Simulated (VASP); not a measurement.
A run of VASP 6.6.1 is set up as follows.

INCAR

```
PREC = Accurate ; ENCUT = 520
EDIFF = 1E-7 ; ISMEAR = -1
SIGMA = 0.05 ; LREAL = F
LASPH = T ; NELM = 120
ALGO = Normal ; ISIF = 2
LWAVE = F ; LCHARG = F
GGA = PE ; IBRION = 2
NSW = 60 ; EDIFFG = -0.01
GGA_COMPAT = F ; NELMIN = 4
```

The input KPOINTS:

```
Automatic mesh
0
Gamma
  6 6 5
```

POSCAR

```
PbO
1.0
    3.9900000000     -0.0199500000      0.0000000000
   -0.0199500000      3.9900000000      0.0000000000
    0.0000000000      0.0000000000      5.0100000000
Pb O
2 2
Direct
    0.5000000000      0.0000000000      0.7600000000
    0.0000000000      0.5000000000      0.2400000000
    0.5000000000      0.5000000000      0.0000000000
    0.0000000000      0.0000000000      0.0000000000
```

Potentials or basis: VASP PAW PBE potentials, release 64 (Pb_d, O).

The run is started by

```bash
$ cat potpaw_PBE.64/Pb_d/POTCAR potpaw_PBE.64/O/POTCAR > POTCAR
$ mpirun -np 1 vasp_std > vasp.out
```

Task: Predict the energy gained by relaxing.

Result: 0.0 meV/atom.

Task: What does it give for the band gap on the k mesh?

Result: 1.15 eV (least direct gap 2.05 eV).

Forces in eV/Å, atoms in the order of the input:
```
Pb   0.000  0.000 -0.005
Pb   0.000  0.000  0.005
O    0.000  0.000  0.000
O    0.000  0.000  0.000
```

Caveat: spin-orbit coupling is left out, which moves the levels of the heavy elements; an odd mesh through Γ misses points on the zone boundary, where band edges can lie. A hybrid or GW would open this gap; PBE tends to underestimate it.
